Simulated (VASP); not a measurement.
Set up this calculation in VASP 6.6.1, as the native input.

- Task: single point
- Functional: r2SCAN
- Potentials or basis: VASP PAW PBE potentials, release 64 (W_sv, C)
- Cutoff: 520 eV
- k mesh: 11 × 11 × 10
- Occupations: fermi-dirac, width 0.05 eV
- Spin: no spin polarisation
- Dipole correction: no
- Further INCAR settings: ALGO = Normal; EDIFF = 1e-06; NBANDS = 16

Crystal: WC (Qusongite).

```
W C
1.0
     2.95416    0.00000    0.00000
    -1.47708    2.55837    0.00000
     0.00000    0.00000    2.88311
W C
1 1
Cartesian
  0.0000 0.0000 0.0000
  1.4771 0.8528 1.4416
```

These files were run (other wordings do the same):

POSCAR

```
WC
1.0
    2.9541560111      0.0000000000      0.0000000000
   -1.4770780055      2.5583743189      0.0000000000
    0.0000000000      0.0000000000      2.8831099057
W C
1 1
Direct
    0.0000000000      0.0000000000      0.0000000000
    0.6666666667      0.3333333333      0.5000000000
```

INCAR.step1

```
ALGO = Normal ; EDIFF = 1E-4
ENCUT = 520 ; GGA = PE
ISMEAR = -1 ; LASPH = True
LCHARG = False ; LREAL = False
LWAVE = True ; NBANDS = 16
NELM = 80 ; PREC = Accurate
SIGMA = 0.05
```

INCAR.step2

```
ALGO = Normal ; EDIFF = 1E-6
ENCUT = 520 ; ISIF = 2
ISMEAR = -1 ; ISTART = 1
LASPH = True ; LCHARG = False
LMIXTAU = True ; LREAL = False
LWAVE = False ; METAGGA = R2SCAN
NBANDS = 16 ; NELM = 80
PREC = Accurate ; SIGMA = 0.05
```

KPOINTS

```
k-points
0
Gamma
  11 11 10
```

Potentials or basis: VASP PAW PBE potentials, release 64 (W_sv, C).

Run with:

```sh
$ cat potpaw_PBE.64/W_sv/POTCAR potpaw_PBE.64/C/POTCAR > POTCAR
$ cp INCAR.step1 INCAR
$ mpirun -np 1 vasp_std > vasp.out
$ cp INCAR.step2 INCAR
$ mpirun -np 1 vasp_std > vasp.out
```

It gave:

```
Pressure               : -15.1 GPa
Band gap on the k mesh : zero (band 9 reaches 10.94 eV, above the bottom of band 10 at 9.76 eV)
```

Caveat: the PAW data sets were made with another functional, which shifts forces and pressure a little; spin-orbit coupling is left out, which moves the levels of the heavy elements.

Run time: 120 s on 1 thread of AMD EPYC 7R43 64-Core Processor (Zen 3), on a shared host, peak memory 0.14 GiB.
